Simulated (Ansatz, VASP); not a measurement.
**TaH: VASP beside Ansatz**

```
CELL_PARAMETERS angstrom
3.35671 0.00000 0.00000
0.00000 3.35671 0.00000
0.00000 0.00000 3.70144
ATOMIC_POSITIONS crystal
Ta 0.00000 0.50000 0.26550
Ta 0.50000 0.00000 0.73450
H 0.00000 0.00000 0.00000
H 0.50000 0.50000 0.00000
```

Alike in both runs: task relaxation of cell and atoms; functional PBE; k mesh 14 × 14 × 12; occupations gaussian, width 0.1 eV; no spin polarisation.

|  | VASP | Ansatz |
| --- | --- | --- |
| version | VASP 6.6.1 | Ansatz 0.2.0 |
| potentials or method | VASP PAW PBE potentials, release 64 (Ta_pv, H), cutoff 600 eV | scalar-relativistic, plane waves, PAW |
| valence electrons in the cell | 24 | 28 |

|  | VASP | Ansatz | Ansatz less VASP |
| --- | --- | --- | --- |
| gap on the k mesh at the Fermi level, each at its own relaxed structure (eV) | none | none | - |
| relaxed volume (Å³/atom) | 10.39 | 10.38 | -0.010 |
| relaxed cell length with the largest relative difference (Å) | 3.389 | 3.388 | -0.0011 |

A gap of «none» marks a metal or a gap that the smearing closes. VASP's potentials hold 24 valence electrons a cell and Ansatz's 28, so a difference there can come from the potentials and not from the codes.

Spin-orbit coupling is off throughout.
